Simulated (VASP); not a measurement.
Input of a VASP 6.6.1 run:

Contents of POSCAR:

```
ZnO
1.0
    5.6212536735      0.0000000000      0.0000000000
    0.0000000000      5.6212536735      0.0000000000
    0.0000000000      0.0000000000      3.3125098507
Zn O
4 4
Direct
    0.1817941392      0.1817941392      0.5000000000
    0.8182058608      0.8182058608      0.5000000000
    0.6817941392      0.3182058608      0.0000000000
    0.3182058608      0.6817941392      0.0000000000
    0.8174782387      0.1825217613      0.5000000000
    0.1825217613      0.8174782387      0.5000000000
    0.6825217613      0.6825217613      0.0000000000
    0.3174782387      0.3174782387      0.0000000000
```

The input INCAR.step1:

```
SYSTEM = ZnO
PREC = Accurate
ENCUT = 520
ISMEAR = 0
SIGMA = 0.01
LREAL = .FALSE.
LASPH = .TRUE.
NELM = 80
NBANDS = 46
GGA = PE
ALGO = Normal
EDIFF = 1E-4
LWAVE = .TRUE.
LCHARG = .FALSE.
```

File INCAR.step2:

```
SYSTEM = ZnO
PREC = Accurate
ENCUT = 520
EDIFF = 1E-7
ISMEAR = 0
SIGMA = 0.01
LREAL = .FALSE.
LASPH = .TRUE.
NELM = 80
ALGO = Normal
ISIF = 2
LWAVE = .FALSE.
LCHARG = .FALSE.
METAGGA = R2SCAN
LMIXTAU = .TRUE.
NBANDS = 46
ISTART = 1
```

Contents of KPOINTS:

```
regular mesh
0
G
  4 4 6
  0 0 0
```

Potentials or basis: VASP PAW PBE potentials, release 64 (Zn, O).

The run is started by

```bash
$ cat potpaw_PBE.64/Zn/POTCAR potpaw_PBE.64/O/POTCAR > POTCAR
$ cp INCAR.step1 INCAR
$ mpirun -np 1 vasp_std > vasp.out
$ cp INCAR.step2 INCAR
$ mpirun -np 1 vasp_std > vasp.out
```

Problem. Estimate the largest force.

Solution. 0.066 eV/Å.

Problem. What does it give for the pressure?

Solution. -6.7 GPa.

Stress tensor (GPa, compression positive):
```
-6.34  0.00  0.00
 0.00 -6.34  0.00
 0.00  0.00 -7.34
```

Caveat: the cell stands under tension; the PAW data sets were made with another functional, which shifts forces and pressure a little.
